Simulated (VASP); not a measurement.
# LaC (Pm-3m) in VASP: notebook

Aim: see how the results for LaC move with the level of theory and the settings. Levels: r2SCAN, r2SCAN+D3(BJ), r2SCAN+U. Tasks: single point.

All numbers are computed with VASP 6.6.1; they aren't measurements. Logs are shortened: lines on timing, memory, paths and dates and some standing lists are left out, and cuts for length are marked.

## (1) The cell of the first run

It takes space group Pm-3m (No. 221, cubic). Conventional cell: a = 3.285 Å, b = 3.285 Å, c = 3.285 Å, α = 90.00°, β = 90.00°, γ = 90.00°. La (site symmetry m-3m) has 8 C at 2.85 Å and 6 La at 3.29 Å within 3.7 Å. C (site symmetry m-3m) has 8 La at 2.85 Å and 6 C at 3.29 Å within 3.7 Å.

## (2) Single point, r2SCAN

The input, POSCAR:

```
LaC
1.0
    3.2853548459      0.0000000000      0.0000000000
    0.0000000000      3.2853548459      0.0000000000
    0.0000000000      0.0000000000      3.2853548459
La C
1 1
Direct
    0.0000000000      0.0000000000      0.0000000000
    0.5000000000      0.5000000000      0.5000000000
```

The input, INCAR.step1:

```
PREC = Accurate
ENCUT = 520
ISMEAR = 0
SIGMA = 0.05
LREAL = F
LASPH = T
NELM = 60
NBANDS = 14
GGA = PE
ALGO = Normal
EDIFF = 1E-4
LWAVE = T
LCHARG = F
```

The input, INCAR.step2:

```
PREC = Accurate
ENCUT = 520
EDIFF = 1E-6
ISMEAR = 0
SIGMA = 0.05
LREAL = F
LASPH = T
NELM = 60
ALGO = Normal
ISIF = 2
LWAVE = F
LCHARG = F
METAGGA = R2SCAN
LMIXTAU = T
NBANDS = 14
ISTART = 1
```

The input, KPOINTS:

```
regular mesh
0
Gamma
  10 10 10
```

Potentials or basis: VASP PAW PBE potentials, release 64 (La, C).

The run is started by

```console
cat potpaw_PBE.64/La/POTCAR potpaw_PBE.64/C/POTCAR > POTCAR
cp INCAR.step1 INCAR
mpirun -np 1 vasp_std > vasp.out
cp INCAR.step2 INCAR
mpirun -np 1 vasp_std > vasp.out
```

OUTCAR:

```text
PREC = Accurate
   ENCUT = 520
   EDIFF = 1E-6
   ISMEAR = 0
   LREAL = F
   LASPH = T
   NELM = 60
   ISIF = 2
   METAGGA = R2SCAN
   ISTART = 1

 ion  position               nearest neighbor table
   1  0.000  0.000  0.000-   2 2.85   2 2.85   2 2.85   2 2.85   2 2.85   2 2.85   2 2.85   2 2.85

   2  0.500  0.500  0.500-   1 2.85   1 2.85   1 2.85   1 2.85   1 2.85   1 2.85   1 2.85   1 2.85

  LATTYP: Found a simple cubic cell.
 ALAT       =     3.2853548459

  Lattice vectors:

 A1 = (   3.2853548459,   0.0000000000,   0.0000000000)
 A2 = (   0.0000000000,   3.2853548459,   0.0000000000)
 A3 = (   0.0000000000,   0.0000000000,   3.2853548459)

Analysis of symmetry for initial positions (statically):
=====================================================================
 Subroutine PRICEL returns:
 Original cell was already a primitive cell.

 Routine SETGRP: Setting up the symmetry group for a
 simple cubic supercell.

 Subroutine GETGRP returns: Found 48 space group operations
 (whereof 48 operations were pure point group operations)
 out of a pool of 48 trial point group operations.

The static configuration has the point symmetry O_h .

Analysis of symmetry for dynamics (positions and initial velocities):
=====================================================================
 Subroutine PRICEL returns:
 Original cell was already a primitive cell.

 Routine SETGRP: Setting up the symmetry group for a
 simple cubic supercell.

 Subroutine GETGRP returns: Found 48 space group operations
 (whereof 48 operations were pure point group operations)
 out of a pool of 48 trial point group operations.

The dynamic configuration has the point symmetry O_h .

 Subroutine INISYM returns: Found 48 space group operations
 (whereof 48 operations are pure point group operations),
 and found     1 'primitive' translations

----------------------------------------------------------------------------------------

                                     Primitive cell

  volume of cell :      35.4607

  direct lattice vectors                    reciprocal lattice vectors
     3.285354846  0.000000000  0.000000000     0.304381124  0.000000000  0.000000000
     0.000000000  3.285354846  0.000000000     0.000000000  0.304381124  0.000000000
     0.000000000  0.000000000  3.285354846     0.000000000  0.000000000  0.304381124

  length of vectors
     3.285354846  3.285354846  3.285354846     0.304381124  0.304381124  0.304381124

  position of ions in fractional coordinates (direct lattice)
     0.000000000  0.000000000  0.000000000
[... 90 lines left out ...]
   NUPDOWN=      -1.0000    fix difference up-down
   EMIN   =  10.00;   EMAX   =-10.00  energy-range for DOS
   EFERMI =   0.00;   METHOD = LEGACY
   ISMEAR =     0;   SIGMA  =   0.05  broadening in eV -4-tet -1-fermi 0-gaus
   EFERMI_NEDOS =   21; number of points for ismear=-14 and -15
   IALGO  =     38    algorithm
   IMIX   =      4    mixing-type and parameters
     AMIX     =   0.40;   BMIX     =  1.00
     AMIX_MAG =   1.60;   BMIX_MAG =  1.00
  volume/ion in A,a.u.               =      17.73       119.65
  Fermi-wavevector in a.u.,A,eV,Ry     =   1.228918  2.322319 20.548061  1.510240
  Thomas-Fermi vector in A             =   2.363825
   LORBIT       =      0    0 simple, 1 ext, 2 COOP (PROOUT), +10 PAW based schemes
   METAGGA = R2SCAN    functional components
   LHFCALC =     F    Hartree Fock is set to
   AEXX    =    0.0000 exact exchange contribution
   IVDW    =     0    specifies the selected vdW correction
   LEPSILON=     F    determine dielectric tensor
   LRPA    =     F    only Hartree local field effects (RPA)
 non-spin polarized calculation
 Gauss-broadening in eV      SIGMA  =   0.05
  energy-cutoff  :      520.00
  volume of cell :       35.46
 maximum number of plane-waves:       976
   NGX = 13   NGY = 13   NGZ = 13

 number of electron      15.0000004 magnetization

 Free energy of the ion-electron system (eV)
  ---------------------------------------------------
  ext. energy  EPLUGINS =         0.00000000
  ---------------------------------------------------
  free energy    TOTEN  =       -38.51705282 eV

  energy without entropy =      -38.51398245  energy(sigma->0) =      -38.51551764

 E-fermi :   9.3373     XC(G=0): -11.7930

 val. band max:        9.3221159571   @ k =   0.3000   0.1000   0.0000
 cond. band min:       9.3627407770   @ k =   0.3000   0.2000   0.1000
 fundamental gap:      0.0406248199
 Fermi energy:         9.3373212875

 k-point     1 :       0.0000    0.0000    0.0000
  band No.  band energies     occupation
      1     -24.1460      2.00000
      2      -6.3812      2.00000
      3      -6.3812      2.00000
      4      -6.3812      2.00000
      5      -0.9462      2.00000
      6       8.8754      2.00000
      7       8.8754      2.00000
      8      10.1595      0.00000
      9      10.1595      0.00000
     10      10.1595      0.00000
     11      12.6109      0.00000
     12      12.6109      0.00000
     13      12.6109      0.00000
     14      13.1508      0.00000
[... 377 lines left out ...]
      1     -23.9032      2.00000
      2      -8.0280      2.00000
      3      -6.4630      2.00000
      4      -6.3962      2.00000
      5       0.4839      2.00000
      6       7.3663      2.00000
      7       8.6582      2.00000
      8       9.4687      0.00020
      9      10.2238      0.00000
     10      11.8947      0.00000
     11      12.4277      0.00000
     12      12.6003      0.00000
     13      12.7374      0.00000
     14      12.9710      0.00000

 [... further k-points ...]

------------------------ aborting loop because EDIFF is reached ----------------------------------------

  FORCE on cell =-STRESS in cart. coord.  units (eV):
  Direction    XX          YY          ZZ          XY          YZ          ZX
  --------------------------------------------------------------------------------------
  -------------------------------------------------------------------------------------
  Total       -0.0402663     -0.0402663     -0.0402663     -0.0000000     -0.0000000     -0.0000000
  in kB       -1.8193031     -1.8193031     -1.8193031     -0.0000000     -0.0000000     -0.0000000
  external PRESSURE =      -1.8193031 kB  Pullay stress =       0.0000000 kB

 VOLUME and BASIS-vectors are now :
 -----------------------------------------------------------------------------
  energy-cutoff  :      520.00
  volume of cell :       35.46
      direct lattice vectors                 reciprocal lattice vectors
     3.285354846  0.000000000  0.000000000     0.304381124  0.000000000  0.000000000
     0.000000000  3.285354846  0.000000000     0.000000000  0.304381124  0.000000000
     0.000000000  0.000000000  3.285354846     0.000000000  0.000000000  0.304381124

 POSITION                                       TOTAL-FORCE (eV/Angst)
 -----------------------------------------------------------------------------------
      0.00000      0.00000      0.00000         0.000000      0.000000      0.000000
      1.64268      1.64268      1.64268         0.000000      0.000000      0.000000
 -----------------------------------------------------------------------------------
    total drift:                               -0.000000     -0.000000     -0.000000

  FREE ENERGIE OF THE ION-ELECTRON SYSTEM (eV)
  ---------------------------------------------------
  free  energy   TOTEN  =       -38.5170528230 eV

  energy  without entropy=      -38.5139824502  energy(sigma->0) =      -38.51551764
```

OUTCAR.step1:

```text
PREC = Accurate
   ENCUT = 520
   ISMEAR = 0
   LREAL = F
   LASPH = T
[... 629 lines left out ...]
 -----------------------------------------------------------------------------------
      0.00000      0.00000      0.00000         0.000000      0.000000      0.000000
      1.64268      1.64268      1.64268         0.000000      0.000000      0.000000
 -----------------------------------------------------------------------------------
    total drift:                                0.000000      0.000000     -0.000000

  FREE ENERGIE OF THE ION-ELECTRON SYSTEM (eV)
  ---------------------------------------------------
  free  energy   TOTEN  =       -12.7295258366 eV

  energy  without entropy=      -12.7261037385  energy(sigma->0) =      -12.72781479
```

Wall time 64 s (1 thread of AMD EPYC 9R45 (Zen 5), shared host); peak memory 0.15 GiB.

Results:

```
Free energy : -38.5171 eV
Pressure    : -0.2 GPa
```

Levels at points of the mesh, in eV from the Fermi level:
```
           k point  band 4  band 5  band 6  band 7  band 8  band 9  band 10  band 11  band 12  band 13
(0.00, 0.00, 0.00)  -15.72  -10.28   -0.46   -0.46    0.82    0.82     0.82     3.27     3.27     3.27
(0.50, 0.00, 0.00)  -15.44   -8.16   -3.32   -0.51   -0.51    0.65     2.52     3.09     3.37     3.37
(0.50, 0.50, 0.00)  -15.21   -9.75   -0.78   -0.78    0.56    1.48     3.29     3.29     3.78     3.78
(0.50, 0.50, 0.50)  -17.12   -8.40   -4.06   -4.06   -4.06    3.37     3.37     3.37     3.83     3.83
```

Caveat: the PAW data sets were made with another functional, which shifts forces and pressure a little; spin-orbit coupling is left out, which moves the levels of the heavy elements.

## (3) Single point, r2SCAN+D3(BJ)

POSCAR is that of step 2.

The input, INCAR.step1:

```
ALGO = Normal
EDIFF = 1E-4
ENCUT = 520
GGA = PE
ISMEAR = 0
LASPH = T
LCHARG = F
LREAL = F
LWAVE = T
NBANDS = 14
NELM = 80
PREC = Accurate
SIGMA = 0.05
```

The input, INCAR.step2:

```
ALGO = Normal
EDIFF = 1E-7
ENCUT = 520
ISIF = 2
ISMEAR = 0
ISTART = 1
IVDW = 12
LASPH = T
LCHARG = F
LMIXTAU = T
LREAL = F
LWAVE = F
METAGGA = R2SCAN
NBANDS = 14
NELM = 80
PREC = Accurate
SIGMA = 0.05
VDW_A1 = 0.49484001
VDW_A2 = 5.73083694
VDW_S6 = 1.0
VDW_S8 = 0.78981345
```

The input, KPOINTS:

```
k-points
0
Gamma
  10 10 10
```

Potentials or basis: VASP PAW PBE potentials, release 64 (La, C).

The run is started by

```console
cat potpaw_PBE.64/La/POTCAR potpaw_PBE.64/C/POTCAR > POTCAR
cp INCAR.step1 INCAR
mpirun -np 1 vasp_std > vasp.out
cp INCAR.step2 INCAR
mpirun -np 1 vasp_std > vasp.out
```

Wall time 71 s (1 thread of AMD EPYC 9R45 (Zen 5), shared host); peak memory 0.15 GiB.

The run converged. Its results:

- Free energy: -38.8493 eV
- Pressure: -1.7 GPa
- Dispersion energy per atom: -0.166 eV

Levels at points of the mesh, in eV from the Fermi level:
| k point | band 6 | band 7 | band 8 | band 9 | band 10 | band 11 |
| --- | --- | --- | --- | --- | --- | --- |
| (0.00, 0.00, 0.00) | -0.46 | -0.46 | 0.82 | 0.82 | 0.82 | 3.27 |
| (0.50, 0.00, 0.00) | -3.32 | -0.51 | -0.51 | 0.65 | 2.52 | 3.09 |
| (0.50, 0.50, 0.00) | -0.78 | -0.78 | 0.56 | 1.48 | 3.29 | 3.29 |
| (0.50, 0.50, 0.50) | -4.06 | -4.06 | -4.06 | 3.37 | 3.37 | 3.37 |

Caveat: the PAW data sets were made with another functional, which shifts forces and pressure a little; spin-orbit coupling is left out, which moves the levels of the heavy elements; pairwise dispersion overbinds metals, which lowers pressure and volume.

## (4) Single point, r2SCAN+U

POSCAR is that of step 3.

The input, INCAR.step1:

```
ALGO     = Normal         # electronic algorithm
EDIFF    = 1E-4           # SCF threshold, eV
ENCUT    = 520            # plane-wave cutoff, eV
GGA      = PE             # functional
ISMEAR   = -5             # smearing method
LASPH    = True           # aspherical terms in the spheres
LCHARG   = False          # write CHGCAR
LDAU     = True           # DFT+U
LDAUJ    = 0 0          
LDAUL    = 3 -1           # shell
LDAUTYPE = 2            
LDAUU    = 5 0            # U, eV
LMAXMIX  = 6              # l up to which the mixer works
LREAL    = False          # projectors in reciprocal space
LWAVE    = True           # write WAVECAR
NBANDS   = 14             # bands
NELM     = 150            # most SCF steps
PREC     = Accurate       # precision mode
SIGMA    = 0.1            # smearing width, eV
```

The input, INCAR.step2:

```
ALGO     = Normal         # electronic algorithm
EDIFF    = 1E-7           # SCF threshold, eV
ENCUT    = 520            # plane-wave cutoff, eV
ISIF     = 2              # what is computed and relaxed
ISMEAR   = -5             # smearing method
ISTART   = 1            
LASPH    = True           # aspherical terms in the spheres
LCHARG   = False          # write CHGCAR
LDAU     = True           # DFT+U
LDAUJ    = 0 0          
LDAUL    = 3 -1           # shell
LDAUPRINT= 1            
LDAUTYPE = 2            
LDAUU    = 5 0            # U, eV
LMAXMIX  = 6              # l up to which the mixer works
LMIXTAU  = True         
LREAL    = False          # projectors in reciprocal space
LWAVE    = False          # write WAVECAR
METAGGA  = R2SCAN         # meta-GGA
NBANDS   = 14             # bands
NELM     = 150            # most SCF steps
PREC     = Accurate       # precision mode
SIGMA    = 0.1            # smearing width, eV
```

KPOINTS is that of step 3.

Potentials or basis: VASP PAW PBE potentials, release 64 (La, C).

The run is started by

```console
cat potpaw_PBE.64/La/POTCAR potpaw_PBE.64/C/POTCAR > POTCAR
cp INCAR.step1 INCAR
mpirun -np 1 vasp_std > vasp.out
cp INCAR.step2 INCAR
mpirun -np 1 vasp_std > vasp.out
```

OUTCAR:

```text
EDIFF = 1E-7
   ENCUT = 520
   ISIF = 2
   ISMEAR = -5
   ISTART = 1
   LASPH = True
   LREAL = False
   METAGGA = R2SCAN
   NELM = 150
   PREC = Accurate

 ion  position               nearest neighbor table
   1  0.000  0.000  0.000-   2 2.85   2 2.85   2 2.85   2 2.85   2 2.85   2 2.85   2 2.85   2 2.85

   2  0.500  0.500  0.500-   1 2.85   1 2.85   1 2.85   1 2.85   1 2.85   1 2.85   1 2.85   1 2.85

  LATTYP: Found a simple cubic cell.
 ALAT       =     3.2853548459

  Lattice vectors:

[... 633 lines left out ...]
      9      10.2644     -0.00061
     10      12.8745      0.00000
     11      14.2534      0.00000
     12      14.3097      0.00000
     13      14.7016      0.00000
     14      14.9296      0.00000

 [... further k-points ...]
[... 5 lines left out ...]
  --------------------------------------------------------------------------------------
  -------------------------------------------------------------------------------------
  Total        0.8100405      0.8100405      0.8100405     -0.0000000     -0.0000000      0.0000000
  in kB       36.5991060     36.5991060     36.5991060     -0.0000000     -0.0000000      0.0000000
  external PRESSURE =      36.5991060 kB  Pullay stress =       0.0000000 kB

 VOLUME and BASIS-vectors are now :
 -----------------------------------------------------------------------------
  energy-cutoff  :      520.00
  volume of cell :       35.46
      direct lattice vectors                 reciprocal lattice vectors
     3.285354846  0.000000000  0.000000000     0.304381124  0.000000000  0.000000000
     0.000000000  3.285354846  0.000000000     0.000000000  0.304381124  0.000000000
     0.000000000  0.000000000  3.285354846     0.000000000  0.000000000  0.304381124

 POSITION                                       TOTAL-FORCE (eV/Angst)
 -----------------------------------------------------------------------------------
      0.00000      0.00000      0.00000         0.000000      0.000000      0.000000
      1.64268      1.64268      1.64268         0.000000      0.000000      0.000000
 -----------------------------------------------------------------------------------
    total drift:                                0.000000     -0.000000      0.000000

  FREE ENERGIE OF THE ION-ELECTRON SYSTEM (eV)
  ---------------------------------------------------
  free  energy   TOTEN  =       -38.1300661212 eV

  energy  without entropy=      -38.1300661212  energy(sigma->0) =      -38.13006612
```

It took 2 min on 1 thread of AMD EPYC 9R45 (Zen 5), shared host; peak memory 0.15 GiB.

What came out:

```yaml
Free_energy: -38.1301 eV
Pressure: 3.7 GPa
```

Levels at points of the mesh, in eV from the Fermi level:
| k point | band 5 | band 6 | band 7 | band 8 | band 9 | band 10 | band 11 | band 12 |
| --- | --- | --- | --- | --- | --- | --- | --- | --- |
| (0.00, 0.00, 0.00) | -10.38 | -0.69 | -0.69 | 0.99 | 0.99 | 0.99 | 5.12 | 5.12 |
| (0.50, 0.00, 0.00) | -8.25 | -3.45 | -0.63 | -0.63 | 0.41 | 4.10 | 4.93 | 5.21 |
| (0.50, 0.50, 0.00) | -9.83 | -0.75 | -0.75 | 0.85 | 1.26 | 3.84 | 4.05 | 4.05 |
| (0.50, 0.50, 0.50) | -8.41 | -4.20 | -4.20 | -4.20 | 5.25 | 5.25 | 5.25 | 5.74 |

Eigenvalues of the final occupation matrices:
```csv
site,spin,trace,eigenvalues
site 1 f,1,0.06,0.01 0.01 0.01 0.01 0.01 0.01 0.02
site 1 f,2,0.06,0.01 0.01 0.01 0.01 0.01 0.01 0.02
```

Caveat: the PAW data sets were made with another functional, which shifts forces and pressure a little; spin-orbit coupling is left out, which moves the levels of the heavy elements; U without spin polarisation on a metal has little footing; the U is typed as a test and isn't derived for this compound; tetrahedron occupations give inexact forces and stress in metals.

## (5) Overview

```csv
level,U,smearing,gap on the mesh (eV),pressure (GPa)
r2SCAN,-,gaussian 0.05 eV,none,-0.2
r2SCAN+D3(BJ),-,gaussian 0.05 eV,none,-1.7
r2SCAN+U,La f U = 5.0 eV,tetrahedron,none,3.7
```

Alike in all rows: task single point; potentials or basis VASP PAW PBE potentials, release 64 (La, C); no spin polarisation; cell as given; k mesh 10 × 10 × 10; cutoff (eV) 520.

Every run on the cell as given and a fine mesh finds a metal. The pressure there spans -1.7 GPa (r2SCAN+D3(BJ)) to 3.7 GPa (r2SCAN+U); a positive pressure means that this level wants a larger cell, a negative one a smaller.

Caveats: the PAW data sets were made with another functional, which shifts forces and pressure a little; spin-orbit coupling is left out, which moves the levels of the heavy elements; pairwise dispersion overbinds metals, which lowers pressure and volume (some runs); U without spin polarisation on a metal has little footing (some runs); the U is typed as a test and isn't derived for this compound (some runs); tetrahedron occupations give inexact forces and stress in metals (some runs).

Absolute energies hang on the potentials; compare differences alone.
